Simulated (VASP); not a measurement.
Input of a VASP 6.6.1 run:

The input INCAR:

```
SYSTEM = CsBr
  PREC = Accurate
  ENCUT = 500
  EDIFF = 1E-6
  ISMEAR = 0
  SIGMA = 0.01
  LREAL = .FALSE.
  LASPH = .TRUE.
  NELM = 200
  ALGO = Normal
  ISIF = 2
  LWAVE = .FALSE.
  LCHARG = .FALSE.
  MAGMOM = 0 0 0 0 0 0
  LORBIT = 11
  LSORBIT = .TRUE.
  GGA_COMPAT = .FALSE.
  LORBMOM = .TRUE.
  GGA = PS
  NBANDS = 28
```

File KPOINTS:

```
regular mesh
0
G
  6 6 6
  0 0 0
```

File POSCAR:

```
CsBr
1.0
    4.2613729277      0.0000000000      0.0000000000
    0.0000000000      4.2613729277      0.0000000000
    0.0000000000      0.0000000000      4.2613729277
Cs Br
1 1
Direct
    0.0000000000      0.0000000000      0.0000000000
    0.5000000000      0.5000000000      0.5000000000
```

Potentials or basis: VASP PAW PBE potentials, release 64 (Cs_sv, Br).

Launch:

```bash
$ cat potpaw_PBE.64/Cs_sv/POTCAR potpaw_PBE.64/Br/POTCAR > POTCAR
$ mpirun -np 1 vasp_ncl > vasp.out
```

What does it give for the net moment?

0.00 μB per cell.

Predict the pressure.

-0.2 GPa.

Moments on the atoms (μB; x, y, z):
```
Cs  0.00 0.00 0.00
Br  0.00 0.00 0.00
```

Caveat: the PAW data sets were made with another functional, which shifts forces and pressure a little.
